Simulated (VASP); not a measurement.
A run of VASP 6.6.1:

INCAR

```
ALGO = Normal
EDIFF = 1E-6
ENCUT = 600
GGA = PE
GGA_COMPAT = F
ISIF = 2
ISMEAR = 0
LASPH = T
LCHARG = F
LREAL = F
LWAVE = F
NBANDS = 16
NELM = 120
PREC = Accurate
SIGMA = 0.01
```

KPOINTS

```
k-points
0
Gamma
  7 7 4
```

Contents of POSCAR:

```
AlN
1.0
    3.0709272750      0.0000000000      0.0000000000
   -1.5354636375      2.6595009524      0.0000000000
    0.0000000000      0.0000000000      4.9136809369
Al N
2 2
Direct
    0.3333333333      0.6666666667      0.0000000000
    0.6666666667      0.3333333333      0.5000000000
    0.3333333333      0.6666666667      0.3800000000
    0.6666666667      0.3333333333      0.8800000000
```

Potentials or basis: VASP PAW PBE potentials, release 64 (Al, N).

Launch:

```sh
$ cat potpaw_PBE.64/Al/POTCAR potpaw_PBE.64/N/POTCAR > POTCAR
$ mpirun -np 1 vasp_std > vasp.out
```

Hardware: 1 thread of Intel(R) Xeon(R) 6975P-C (Granite Rapids), on a shared host.

Problem. How long does it take, and how much memory?

Solution. Run time: 11 s on 1 thread of Intel(R) Xeon(R) 6975P-C (Granite Rapids), on a shared host, peak memory 0.17 GiB. Counts: scf iterations 13, k points 24.
